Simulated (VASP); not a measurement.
# As (P6/mmm) in VASP: notebook, part 2 of 2

VASP 6.6.1. The steps go on from the part before.

**4. Single point, PBE**

This run uses another cell than the first one, of 25.47 Å³/atom, 1.963 times its volume.

Contents of INCAR:

```
SYSTEM = As
  PREC = Accurate
  ENCUT = 520
  EDIFF = 1E-6
  ISMEAR = 0
  SIGMA = 0.1
  LREAL = .FALSE.
  LASPH = .TRUE.
  NELM = 80
  ALGO = Normal
  ISIF = 2
  LWAVE = .FALSE.
  LCHARG = .FALSE.
  GGA = PE
  NBANDS = 12
```

Contents of KPOINTS:

```
Automatic mesh
0
G
  9 9 4
  0 0 0
```

Contents of POSCAR:

```
As
1.0
    4.4702880520      0.0000000049      0.0000000000
   -2.2351440302      3.8713830128      0.0000000000
    0.0000000000      0.0000000000      2.9437899549
As
2
Direct
    0.3333333333      0.6666666667      0.0000000000
    0.6666666667      0.3333333333      0.0000000000
```

Potentials or basis: VASP PAW PBE potentials, release 64 (As).

The run is started by

```
$ cat potpaw_PBE.64/As/POTCAR > POTCAR
$ mpirun -np 1 vasp_std > vasp.out
```

OUTCAR:

```text
SYSTEM = As
   PREC = Accurate
   ENCUT = 520
   EDIFF = 1E-6
   ISMEAR = 0
   LREAL = .FALSE.
   LASPH = .TRUE.
   NELM = 80
   ISIF = 2
   GGA = PE

 ion  position               nearest neighbor table
   1  0.333  0.667  0.000-   2 2.58   2 2.58   2 2.58
   2  0.667  0.333  0.000-   1 2.58   1 2.58   1 2.58

  LATTYP: Found a hexagonal cell.
 ALAT       =     4.4702880520
 C/A-ratio  =     0.6585235494

  Lattice vectors:

 A1 = (   4.4702880520,   0.0000000049,   0.0000000000)
 A2 = (  -2.2351440302,   3.8713830128,   0.0000000000)
 A3 = (   0.0000000000,   0.0000000000,   2.9437899549)

Analysis of symmetry for initial positions (statically):
=====================================================================
 Subroutine PRICEL returns:
 Original cell was already a primitive cell.

 Routine SETGRP: Setting up the symmetry group for a
 hexagonal supercell.

 Subroutine GETGRP returns: Found 24 space group operations
 (whereof 24 operations were pure point group operations)
 out of a pool of 24 trial point group operations.

The static configuration has the point symmetry D_6h.

Analysis of symmetry for dynamics (positions and initial velocities):
=====================================================================
 Subroutine PRICEL returns:
 Original cell was already a primitive cell.

 Routine SETGRP: Setting up the symmetry group for a
 hexagonal supercell.

 Subroutine GETGRP returns: Found 24 space group operations
 (whereof 24 operations were pure point group operations)
 out of a pool of 24 trial point group operations.

The dynamic configuration has the point symmetry D_6h.

 Subroutine INISYM returns: Found 24 space group operations
 (whereof 24 operations are pure point group operations),
 and found     1 'primitive' translations

----------------------------------------------------------------------------------------

                                     Primitive cell

  volume of cell :      50.9458

  direct lattice vectors                    reciprocal lattice vectors
[... 112 lines left out ...]
   GGA     = PE    functional components
   LHFCALC =     F    Hartree Fock is set to
   AEXX    =    0.0000 exact exchange contribution
   IVDW    =     0    specifies the selected vdW correction
   LEPSILON=     F    determine dielectric tensor
   LRPA    =     F    only Hartree local field effects (RPA)
 non-spin polarized calculation
 Gauss-broadening in eV      SIGMA  =   0.10
  energy-cutoff  :      520.00
  volume of cell :       50.95
 maximum number of plane-waves:      1386
 NGX is ok and might be reduce to    36
   NGX = 17   NGY = 17   NGZ = 11

 number of electron      10.0000000 magnetization

 Free energy of the ion-electron system (eV)
  ---------------------------------------------------
  ext. energy  EPLUGINS =         0.00000000
  ---------------------------------------------------
  free energy    TOTEN  =        -8.85379110 eV

  energy without entropy =       -8.84785732  energy(sigma->0) =       -8.85082421

 E-fermi :   3.8701     XC(G=0):  -9.0417

 val. band max:        3.7530866163   @ k =   0.4444   0.1111   0.2500
 cond. band min:       3.9023013143   @ k =   0.3333   0.2222   0.2500
 fundamental gap:      0.1492146980
 Fermi energy:         3.8701361076

 k-point     1 :       0.0000    0.0000    0.0000
  band No.  band energies     occupation
      1     -10.3435      2.00000
      2      -4.1199      2.00000
      3      -0.2656      2.00000
      4      -0.2656      2.00000
      5       4.1936      0.00000
      6       4.1936      0.00000
      7       6.0340      0.00000
      8       8.7561      0.00000
      9      10.3836      0.00000
     10      11.3085      0.00000
     11      18.5355      0.00000
     12      18.8668      0.00000
[... 331 lines left out ...]
 k-point    24 :       0.3333    0.3333    0.2500
  band No.  band energies     occupation
      1      -7.4379      2.00000
      2      -7.4379      2.00000
      3      -1.3595      2.00000
      4       3.0014      2.00000
      5       3.0014      2.00000
      6       4.8895      0.00000
      7       4.8895      0.00000
      8       8.5602      0.00000
      9      10.6024      0.00000
     10      10.7162      0.00000
     11      15.5296      0.00000
     12      15.5296      0.00000

 [... further k-points ...]
[... 5 lines left out ...]
  --------------------------------------------------------------------------------------
  -------------------------------------------------------------------------------------
  Total        0.1137756      0.1137756      0.0544293      0.0000000     -0.0000000      0.0000000
  in kB        3.5780890      3.5780890      1.7117294      0.0000000     -0.0000000      0.0000000
  external PRESSURE =       2.9559691 kB  Pullay stress =       0.0000000 kB

 VOLUME and BASIS-vectors are now :
 -----------------------------------------------------------------------------
  energy-cutoff  :      520.00
  volume of cell :       50.95
      direct lattice vectors                 reciprocal lattice vectors
     4.470288052  0.000000005  0.000000000     0.223699231  0.129152812  0.000000000
    -2.235144030  3.871383013  0.000000000    -0.000000000  0.258305623  0.000000000
     0.000000000  0.000000000  2.943789955     0.000000000  0.000000000  0.339698149

 POSITION                                       TOTAL-FORCE (eV/Angst)
 -----------------------------------------------------------------------------------
     -0.00000      2.58092      0.00000         0.000000     -0.000000      0.000000
      2.23514      1.29046      0.00000        -0.000000      0.000000     -0.000000
 -----------------------------------------------------------------------------------
    total drift:                               -0.000000      0.000000      0.000000

  FREE ENERGIE OF THE ION-ELECTRON SYSTEM (eV)
  ---------------------------------------------------
  free  energy   TOTEN  =        -8.8537911042 eV

  energy  without entropy=       -8.8478573209  energy(sigma->0) =       -8.85082421
```

Wall time 6.7 s (1 thread of Intel Xeon 6975P-C (Granite Rapids), shared host); peak memory 0.17 GiB.

Results:

```
Free energy            : -8.8538 eV
Pressure               : 0.3 GPa
Band gap on the k mesh : zero (band 5 reaches 6.58 eV, above the bottom of band 6 at 2.49 eV)
```

Stress tensor (GPa, compression positive):
```
0.36 0.00 0.00
0.00 0.36 0.00
0.00 0.00 0.17
```

Caveat: the k points lie up to 0.53 Å⁻¹ apart.
